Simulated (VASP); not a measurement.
# Hf2N (P4_2/mnm) in VASP: further runs

Runs on Hf2N. Level: PBEsol. Tasks: single point.

Program: VASP 6.6.1. These are calculated values, not measurements. Logs are shortened: lines on timing, memory, paths and dates and some standing lists are left out, and cuts for length are marked.

### Step 1. The cell of the first run

The structure is tetragonal, space group P4_2/mnm (No. 136). Conventional cell: a = 5.137 Å, b = 5.137 Å, c = 3.131 Å, α = 90.00°, β = 90.00°, γ = 90.00°. Hf (site symmetry m2m) has 3 N at 2.15 to 2.16 Å within 2.8 Å. Within 2.8 Å of N (site symmetry mmm) lie 6 Hf at 2.15 to 2.16 Å.

### Step 2. Single point, PBEsol (strain -0.030 along x and y, -0.030 along z)

Input file INCAR:

```
PREC = Accurate ; ENCUT = 520
EDIFF = 1E-6 ; ISMEAR = 0
SIGMA = 0.15 ; LREAL = F
LASPH = T ; NELM = 80
ALGO = Normal ; ISIF = 2
LWAVE = F ; LCHARG = T
GGA = PS ; LELF = T
LVHAR = T ; NBANDS = 34
```

Input file KPOINTS:

```
regular mesh
0
Gamma
  10 10 14
```

Input file POSCAR:

```
Hf2N
1.0
    5.1366727569      0.0000000000      0.0000000000
    0.0000000000      5.1366727569      0.0000000000
    0.0000000000      0.0000000000      3.1306255138
Hf N
4 2
Direct
    0.2954633019      0.2954633019      0.0000000000
    0.7045366981      0.7045366981      0.0000000000
    0.7954633019      0.2045366981      0.5000000000
    0.2045366981      0.7954633019      0.5000000000
    0.0000000000      0.0000000000      0.0000000000
    0.5000000000      0.5000000000      0.5000000000
```

Potentials or basis: VASP PAW PBE potentials, release 64 (Hf_pv, N).

Run with:

```bash
cat potpaw_PBE.64/Hf_pv/POTCAR potpaw_PBE.64/N/POTCAR > POTCAR
mpirun -np 1 vasp_std > vasp.out
```

OUTCAR:

```text
PREC = Accurate
   ENCUT = 520
   EDIFF = 1E-6
   ISMEAR = 0
   LREAL = F
   LASPH = T
   NELM = 80
   ISIF = 2
   GGA = PS

 ion  position               nearest neighbor table
   1  0.295  0.295  0.000-   5 2.15   6 2.16   6 2.16   2 2.97   4 3.04   3 3.04   4 3.04   3 3.04
                             4 3.04   4 3.04   3 3.04   3 3.04   2 3.69   2 3.69
   2  0.705  0.705  0.000-   5 2.15   6 2.16   6 2.16   1 2.97   4 3.04   3 3.04   4 3.04   3 3.04
                             3 3.04   3 3.04   4 3.04   4 3.04   1 3.69   1 3.69
   3  0.795  0.205  0.500-   6 2.15   5 2.16   5 2.16   4 2.97   1 3.04   1 3.04   2 3.04   2 3.04
                             2 3.04   2 3.04   1 3.04   1 3.04   4 3.69   4 3.69
   4  0.205  0.795  0.500-   6 2.15   5 2.16   5 2.16   3 2.97   1 3.04   1 3.04   2 3.04   2 3.04
                             1 3.04   1 3.04   2 3.04   2 3.04   3 3.69   3 3.69
   5  0.000  0.000  0.000-   1 2.15   2 2.15   3 2.16   4 2.16   3 2.16   4 2.16
   6  0.500  0.500  0.500-   3 2.15   4 2.15   1 2.16   2 2.16   1 2.16   2 2.16

  LATTYP: Found a simple tetragonal cell.
 ALAT       =     5.1366727569
 C/A-ratio  =     0.6094656331

  Lattice vectors:

 A1 = (   5.1366727569,   0.0000000000,   0.0000000000)
 A2 = (   0.0000000000,   5.1366727569,   0.0000000000)
 A3 = (   0.0000000000,   0.0000000000,   3.1306255138)

Analysis of symmetry for initial positions (statically):
=====================================================================
 Subroutine PRICEL returns:
 Original cell was already a primitive cell.

 Routine SETGRP: Setting up the symmetry group for a
 simple tetragonal supercell.

 Subroutine GETGRP returns: Found 16 space group operations
 (whereof  8 operations were pure point group operations)
 out of a pool of 16 trial point group operations.

The static configuration has the point symmetry D_2h.
 The point group associated with its full space group is D_4h.

Analysis of symmetry for dynamics (positions and initial velocities):
=====================================================================
 Subroutine PRICEL returns:
 Original cell was already a primitive cell.

 Routine SETGRP: Setting up the symmetry group for a
 simple tetragonal supercell.

 Subroutine GETGRP returns: Found 16 space group operations
 (whereof  8 operations were pure point group operations)
 out of a pool of 16 trial point group operations.

The dynamic configuration has the point symmetry D_2h.
 The point group associated with its full space group is D_4h.

 Subroutine INISYM returns: Found 16 space group operations
 (whereof  8 operations are pure point group operations),
 and found     1 'primitive' translations

----------------------------------------------------------------------------------------

                                     Primitive cell

  volume of cell :      82.6028

  direct lattice vectors                    reciprocal lattice vectors
     5.136672757  0.000000000  0.000000000     0.194678549  0.000000000  0.000000000
     0.000000000  5.136672757  0.000000000     0.000000000  0.194678549  0.000000000
     0.000000000  0.000000000  3.130625514     0.000000000  0.000000000  0.319424983

  length of vectors
     5.136672757  5.136672757  3.130625514     0.194678549  0.194678549  0.319424983

  position of ions in fractional coordinates (direct lattice)
     0.295463302  0.295463302  0.000000000
     0.704536698  0.704536698  0.000000000
     0.795463302  0.204536698  0.500000000
     0.204536698  0.795463302  0.500000000
     0.000000000  0.000000000  0.000000000
     0.500000000  0.500000000  0.500000000

  ion indices of the primitive-cell ions
   primitive index   ion index
                 1           1
                 2           2
                 3           3
                 4           4
                 5           5
                 6           6

----------------------------------------------------------------------------------------

 KPOINTS: regular mesh

Automatic generation of k-mesh.
 Grid dimensions read from file:
 generate k-points for:   10   10   14

 Generating k-lattice:

  Cartesian coordinates                     Fractional coordinates (reciprocal lattice)
     0.019467855  0.000000000  0.000000000     0.100000000  0.000000000  0.000000000
     0.000000000  0.019467855  0.000000000     0.000000000  0.100000000  0.000000000
     0.000000000  0.000000000  0.022816070     0.000000000  0.000000000  0.071428571

  Length of vectors
     0.019467855  0.019467855  0.022816070

  Shift w.r.t. Gamma in fractional coordinates (k-lattice)
     0.000000000  0.000000000  0.000000000

 Subroutine IBZKPT returns following result:
 ===========================================

 Found    168 irreducible k-points:

 Following reciprocal coordinates:
            Coordinates               Weight
  0.000000  0.000000  0.000000      1.000000
  0.100000  0.000000  0.000000      4.000000
  0.200000  0.000000  0.000000      4.000000
  0.300000  0.000000  0.000000      4.000000
  0.400000  0.000000  0.000000      4.000000
  0.500000  0.000000  0.000000      2.000000
[... 16 lines left out ...]
  0.100000  0.000000  0.071429      8.000000
  0.200000  0.000000  0.071429      8.000000
 [... further k-points ...]
   k-points           NKPTS =    168   k-points in BZ     NKDIM =    168   number of bands    NBANDS=     34
   number of dos      NEDOS =    301   number of ions     NIONS =      6
   total plane-waves  NPLWV =  38400
   dimension x,y,z NGX =    40 NGY =   40 NGZ =   24
   dimension x,y,z NGXF=    80 NGYF=   80 NGZF=   48
   ions per type =               4   2
   NGX,Y,Z   is equivalent  to a cutoff of  12.95, 12.95, 12.74 a.u.
   NGXF,Y,Z  is equivalent  to a cutoff of  25.89, 25.89, 25.49 a.u.
 SYSTEM =  unknown system
   PREC   = accura    normal or accurate (medium, high low for compatibility)
   ISTART =      0    job   : 0-new  1-cont  2-samecut
   ICHARG =      2    charge: 1-file 2-atom 10-const
   ISPIN  =      1    spin polarized calculation?
   LNONCOLLINEAR =      F non collinear calculations
   LSORBIT =      F    spin-orbit coupling
   LASPH  =      T    aspherical Exc in radial PAW
   ENCUT  =  520.0 eV  38.22 Ry    6.18 a.u.   9.55  9.55  5.82*2*pi/ulx,y,z
   NELM   =     80;   NELMIN=  2; NELMDL= -5     # of ELM steps
   EDIFF  = 0.1E-05   stopping-criterion for ELM
   LREAL  =      F    real-space projection
   EDIFFG = 0.1E-04   stopping-criterion for IOM
   NSW    =      0    number of steps for IOM
   IBRION =     -1    ionic relax: 0-MD 1-quasi-New 2-CG
   NFREE  =      0    steps in history (QN), initial steepest desc. (CG)
   ISIF   =      2    stress and relaxation
   ISYM   =      2    0-nonsym 1-usesym 2-fastsym
   POTIM  = 0.5000    time-step for ionic-motion
   TEBEG  =    0.0;   TEEND  =   0.0 temperature during run
   PSTRESS=    0.0 pullay stress
   NELECT =      50.0000    total number of electrons
   NUPDOWN=      -1.0000    fix difference up-down
   EMIN   =  10.00;   EMAX   =-10.00  energy-range for DOS
   EFERMI =   0.00;   METHOD = LEGACY
   ISMEAR =     0;   SIGMA  =   0.15  broadening in eV -4-tet -1-fermi 0-gaus
   EFERMI_NEDOS =   21; number of points for ismear=-14 and -15
   IALGO  =     38    algorithm
   IMIX   =      4    mixing-type and parameters
     AMIX     =   0.40;   BMIX     =  1.00
     AMIX_MAG =   1.60;   BMIX_MAG =  1.00
  volume/ion in A,a.u.               =      13.77        92.91
  Fermi-wavevector in a.u.,A,eV,Ry     =   1.384841  2.616970 26.093037  1.917784
  Thomas-Fermi vector in A             =   2.509307
   LORBIT       =      0    0 simple, 1 ext, 2 COOP (PROOUT), +10 PAW based schemes
   GGA     = PS    functional components
   LHFCALC =     F    Hartree Fock is set to
   AEXX    =    0.0000 exact exchange contribution
   IVDW    =     0    specifies the selected vdW correction
   LEPSILON=     F    determine dielectric tensor
   LRPA    =     F    only Hartree local field effects (RPA)
 non-spin polarized calculation
 Gauss-broadening in eV      SIGMA  =   0.15
  energy-cutoff  :      520.00
  volume of cell :       82.60
 maximum number of plane-waves:      2276
 NGX is ok and might be reduce to    40
   NGX = 19   NGY = 19   NGZ = 11

 number of electron      49.9999993 magnetization

 Free energy of the ion-electron system (eV)
  ---------------------------------------------------
  ext. energy  EPLUGINS =         0.00000000
  ---------------------------------------------------
  free energy    TOTEN  =       -67.03346610 eV

  energy without entropy =      -67.00716131  energy(sigma->0) =      -67.02031370

 E-fermi :   6.5605     XC(G=0): -12.6140

 val. band max:        6.5583535898   @ k =   0.5000   0.4000   0.1429
 cond. band min:       6.5687011586   @ k =   0.4000   0.4000   0.2857
 fundamental gap:      0.0103475688
 Fermi energy:         6.5605169776

 k-point     1 :       0.0000    0.0000    0.0000
  band No.  band energies     occupation
      1     -24.6204      2.00000
      2     -23.8731      2.00000
      3     -23.7964      2.00000
      4     -23.7964      2.00000
      5     -23.4840      2.00000
      6     -23.2739      2.00000
[... 26 lines left out ...]
     33      10.2306      0.00000
     34      10.2306      0.00000

 k-point     2 :       0.1000    0.0000    0.0000
  band No.  band energies     occupation
      1     -24.6001      2.00000
      2     -23.8695      2.00000
      3     -23.8216      2.00000
      4     -23.7663      2.00000
      5     -23.4765      2.00000
      6     -23.2685      2.00000
[... 26 lines left out ...]
     33      10.2255      0.00000
     34      10.5517      0.00000

 k-point     3 :       0.2000    0.0000    0.0000
  band No.  band energies     occupation
      1     -24.5419      2.00000
      2     -23.8897      2.00000
      3     -23.8427      2.00000
      4     -23.6933      2.00000
      5     -23.4544      2.00000
      6     -23.2634      2.00000
[... 26 lines left out ...]
     33      10.1050      0.00000
     34      10.9155      0.00000

 k-point     4 :       0.3000    0.0000    0.0000
  band No.  band energies     occupation
      1     -24.4526      2.00000
      2     -23.9868      2.00000
      3     -23.7802      2.00000
      4     -23.5957      2.00000
      5     -23.4197      2.00000
      6     -23.2953      2.00000
[... 26 lines left out ...]
     33      10.3234      0.00000
     34      11.3126      0.00000

 k-point     5 :       0.4000    0.0000    0.0000
  band No.  band energies     occupation
      1     -24.3424      2.00000
      2     -24.1006      2.00000
      3     -23.6808      2.00000
      4     -23.4858      2.00000
      5     -23.4084      2.00000
      6     -23.3752      2.00000
[... 621 lines left out ...]
 k-point    22 :       0.0000    0.0000    0.0714
  band No.  band energies     occupation
      1     -24.6023      2.00000
      2     -23.8591      2.00000
      3     -23.7836      2.00000
      4     -23.7836      2.00000
      5     -23.5067      2.00000
      6     -23.2863      2.00000
[... 26 lines left out ...]
     33      10.1827      0.00000
     34      10.3850      0.00000

 k-point    23 :       0.1000    0.0000    0.0714
  band No.  band energies     occupation
      1     -24.5824      2.00000
      2     -23.8562      2.00000
      3     -23.8089      2.00000
      4     -23.7567      2.00000
      5     -23.4966      2.00000
      6     -23.2827      2.00000
[... 26 lines left out ...]
     33      10.1510      0.00000
     34      10.6685      0.00000

 k-point    24 :       0.2000    0.0000    0.0714
  band No.  band energies     occupation
      1     -24.5250      2.00000
      2     -23.8773      2.00000
      3     -23.8326      2.00000
      4     -23.6928      2.00000
      5     -23.4665      2.00000
      6     -23.2852      2.00000
[... 26 lines left out ...]
     33      10.1302      0.00000
     34      11.0492      0.00000

 [... further k-points ...]

------------------------ aborting loop because EDIFF is reached ----------------------------------------

  FORCE on cell =-STRESS in cart. coord.  units (eV):
  Direction    XX          YY          ZZ          XY          YZ          ZX
  --------------------------------------------------------------------------------------
  -------------------------------------------------------------------------------------
  Total       11.1259549     11.1259549     11.6134523      0.0000000      0.0000000      0.0000000
  in kB      215.8007540    215.8007540    225.2563295      0.0000000      0.0000000      0.0000000
  external PRESSURE =     218.9526125 kB  Pullay stress =       0.0000000 kB

 VOLUME and BASIS-vectors are now :
 -----------------------------------------------------------------------------
  energy-cutoff  :      520.00
  volume of cell :       82.60
      direct lattice vectors                 reciprocal lattice vectors
     5.136672757  0.000000000  0.000000000     0.194678549  0.000000000  0.000000000
     0.000000000  5.136672757  0.000000000     0.000000000  0.194678549  0.000000000
     0.000000000  0.000000000  3.130625514     0.000000000  0.000000000  0.319424983

 POSITION                                       TOTAL-FORCE (eV/Angst)
 -----------------------------------------------------------------------------------
      1.51770      1.51770      0.00000        -0.142793     -0.142793      0.000000
      3.61897      3.61897      0.00000         0.142793      0.142793     -0.000000
      4.08603      1.05064      1.56531        -0.142793      0.142793     -0.000000
      1.05064      4.08603      1.56531         0.142793     -0.142793      0.000000
      0.00000      0.00000      0.00000         0.000000     -0.000000      0.000000
      2.56834      2.56834      1.56531         0.000000     -0.000000      0.000000
 -----------------------------------------------------------------------------------
    total drift:                                0.000000      0.000000      0.000000

  FREE ENERGIE OF THE ION-ELECTRON SYSTEM (eV)
  ---------------------------------------------------
  free  energy   TOTEN  =       -67.0334660983 eV

  energy  without entropy=      -67.0071613075  energy(sigma->0) =      -67.02031370
```

It took 3.5 min on 1 thread of AMD EPYC 9R45 (Zen 5), shared host; peak memory 0.43 GiB.

Results:

```
Free energy            : -67.0335 eV
Pressure               : 21.9 GPa
Largest force          : 0.202 eV/Å
Band gap on the k mesh : zero (bands 25 and 26 overlap by 3.00 eV)
```

Forces in eV/Å, atoms in the order of the input:
```
Hf  -0.143 -0.143  0.000
Hf   0.143  0.143  0.000
Hf  -0.143  0.143  0.000
Hf   0.143 -0.143  0.000
N    0.000  0.000  0.000
N    0.000  0.000  0.000
```

Levels at points of the mesh, in eV from the Fermi level:
```
           k point  band 23  band 24  band 25  band 26  band 27  band 28
(0.00, 0.00, 0.00)     0.17     0.81     1.11     1.26     1.26     1.71
(0.50, 0.00, 0.00)    -1.18    -1.18     1.68     1.68     2.05     2.05
(0.50, 0.50, 0.00)    -1.51    -1.51     1.14     1.14     1.69     1.69
(0.00, 0.00, 0.50)    -1.34    -1.34    -1.33    -1.33     2.40     2.40
(0.50, 0.00, 0.50)    -1.12    -1.12    -0.99    -0.99     1.97     1.97
(0.50, 0.50, 0.50)    -1.04    -1.04    -0.35    -0.35     1.49     1.49
```

Caveat: the cell differs from its parent crystal (strain -0.030 along x and y, -0.030 along z); the cell stands under pressure; the PAW data sets were made with another functional, which shifts forces and pressure a little; spin-orbit coupling is left out, which moves the levels of the heavy elements.

### Step 3. Single point, PBEsol (strain -0.030 along x and y, -0.015 along z)

Input file INCAR:

```
PREC = Accurate ; ENCUT = 520
EDIFF = 1E-7 ; ISMEAR = 0
SIGMA = 0.15 ; LREAL = F
LASPH = T ; NELM = 100
ALGO = Normal ; ISIF = 2
LWAVE = F ; LCHARG = F
GGA = PS ; NBANDS = 34
```

KPOINTS is that of step 2.

Edit POSCAR of step 2 so:

```diff
@@ -4,3 +4,3 @@
     0.0000000000      5.1366727569      0.0000000000
-    0.0000000000      0.0000000000      3.1306255138
+    0.0000000000      0.0000000000      3.1790372486
 Hf N
```

Potentials or basis: VASP PAW PBE potentials, release 64 (Hf_pv, N).

Run with:

```bash
cat potpaw_PBE.64/Hf_pv/POTCAR potpaw_PBE.64/N/POTCAR > POTCAR
mpirun -np 1 vasp_std > vasp.out
```

Wall time 3.9 min (1 thread of AMD EPYC 9R45 (Zen 5), shared host); peak memory 0.43 GiB.

It converged, with:

```yaml
Free_energy: -67.1804 eV
Pressure: 17.4 GPa
Largest_force: 0.145 eV/Å
Band_gap_on_the_k_mesh: zero (bands 25 and 26 overlap by 2.94 eV)
```

Forces in eV/Å, atoms in the order of the input:
```
Hf  -0.102 -0.102  0.000
Hf   0.102  0.102  0.000
Hf  -0.102  0.102  0.000
Hf   0.102 -0.102  0.000
N    0.000  0.000  0.000
N    0.000  0.000  0.000
```

Stress tensor (GPa, compression positive):
```
18.88  0.00  0.00
 0.00 18.88  0.00
 0.00  0.00 14.30
```

Levels at points of the mesh, in eV from the Fermi level:
```tsv
k point	band 23	band 24	band 25	band 26	band 27	band 28
(0.00, 0.00, 0.00)	0.16	0.90	0.93	1.26	1.26	1.76
(0.50, 0.00, 0.00)	-1.15	-1.15	1.64	1.64	1.87	1.87
(0.50, 0.50, 0.00)	-1.47	-1.47	1.11	1.11	1.70	1.70
(0.00, 0.00, 0.50)	-1.34	-1.34	-1.30	-1.30	2.42	2.42
(0.50, 0.00, 0.50)	-1.16	-1.16	-1.00	-1.00	1.95	1.95
(0.50, 0.50, 0.50)	-0.97	-0.97	-0.44	-0.44	1.48	1.48
```

Caveat: the cell differs from its parent crystal (strain -0.030 along x and y, -0.015 along z); the cell stands under pressure; the PAW data sets were made with another functional, which shifts forces and pressure a little; spin-orbit coupling is left out, which moves the levels of the heavy elements.

(Part 1 of 2 ends here.)
